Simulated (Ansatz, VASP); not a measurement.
# HfAg2Sn2 in VASP and in Ansatz

```
Hf Sn Ag
1.0
     0.00000    3.76515    0.00000
     3.76515    0.00000    0.00000
     1.88257    1.88257   -8.04822
Hf Sn Ag
1 2 2
Direct
  0.00000 0.00000 0.00000
  0.39685 0.39685 0.20630
  0.60315 0.60315 0.79370
  0.75000 0.25000 0.50000
  0.25000 0.75000 0.50000
```

Alike in both runs: functional PBE; k mesh 4 × 4 × 4; occupations fermi-dirac, width 0.1017 eV; no spin polarisation.

Ansatz relaxed the structure, and its values are those at the end. VASP's run is a single point on that final structure, the one shown.

|  | VASP | Ansatz |
| --- | --- | --- |
| version | VASP 6.6.1 | Ansatz 0.2.0 |
| potentials or method | VASP PAW PBE potentials, release 64 (Hf_pv, Sn_d, Ag), cutoff 520 eV | PAW plane waves |
| valence electrons in the cell | 60 | 92 |

Ansatz gave:

```
gap on the k mesh at the Fermi level (eV) : none
pressure (GPa)                            : 0.0
rms of the force components (eV/Å)        : 0.000
```

Q: What did VASP give for the same quantities?

A: gap on the k mesh at the Fermi level (eV): none; pressure (GPa): -0.2; rms of the force components (eV/Å): 0.008.

A gap of «none» marks a metal or a gap that the smearing closes. VASP's potentials hold 60 valence electrons a cell and Ansatz's 92, so a difference there can come from the potentials and not from the codes.

The k mesh is coarse, so the values compare programs but aren't converged. Spin-orbit coupling is off throughout.
